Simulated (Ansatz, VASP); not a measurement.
## CdH2 in VASP and in Ansatz

Contents of INCAR:

```
PREC = Accurate ; ENCUT = 520
EDIFF = 1E-6 ; ISMEAR = 0
SIGMA = 0.1 ; LREAL = False
LASPH = True ; NELM = 60
ALGO = Normal ; ISIF = 2
LWAVE = False ; LCHARG = False
GGA = PE ; NBANDS = 14
```

Contents of KPOINTS:

```
Automatic mesh
0
Gamma
  6 6 6
```

File POSCAR:

```
CdH2
1.0
    1.7309974000      0.9993918200      5.6534138400
   -1.7309974000      0.9993918200      5.6534138400
    0.0000000000     -1.9987836300      5.6534138400
Cd H
1 2
Direct
    0.0000000000      0.0000000000      0.0000000000
    0.2500000000      0.2500000000      0.2500000000
    0.7500000000      0.7500000000      0.7500000000
```

Input for Ansatz:

```yaml
crystal:
  lattice:
    - [1.7309974, 0.99939182, 5.65341384]
    - [-1.7309974, 0.99939182, 5.65341384]
    - [0.0, -1.99878363, 5.65341384]
  atoms:
    - { symbol: Cd, position: [0.0, 0.0, 0.0] }
    - { symbol: H, position: [0.25, 0.25, 0.25] }
    - { symbol: H, position: [0.75, 0.75, 0.75] }
basis:
  ecutwfc: 420
kpoints:
  mp_grid: { grid: [6, 6, 6] }
hamiltonian:
  xc: pbe
scf:
  occupations: { method: gaussian, width: 0.1 }
  lower_state_search: "off"
output:
  forces: true
  stress: true
  eigenvalues: true
```

Change from the starting cell: ordered vacancies on the cation sites of rock salt (R-3m, No. 166).

Alike in both runs: task single point; functional PBE; k mesh 6 × 6 × 6; occupations gaussian, width 0.1 eV; no spin polarisation.

|  | VASP | Ansatz |
| --- | --- | --- |
| version | VASP 6.6.1 | Ansatz 0.2.0 |
| potentials or method | VASP PAW PBE potentials, release 64 (Cd, H), cutoff 520 eV | scalar-relativistic, plane waves, PAW |
| valence electrons in the cell | 14 | 22 |

|  | VASP | Ansatz | Ansatz less VASP |
| --- | --- | --- | --- |
| gap on the k mesh at the Fermi level (eV) | 1.36 | 1.36 | +0.001 |
| least direct gap on the mesh (eV) | 1.83 | 1.83 | 0.000 |
| pressure (GPa) | -8.9 | -8.9 | -0.01 |
| traceless stress, the component that is largest in VASP (GPa) | -0.09 | -0.09 | +0.001 |
| rms of the force components (eV/Å) | 0.548 | 0.551 | +0.0033 |

Atom by atom the forces differ by 0.003 eV/Å (rms over components). VASP's potentials hold 14 valence electrons a cell and Ansatz's 22, so a difference there can come from the potentials and not from the codes.
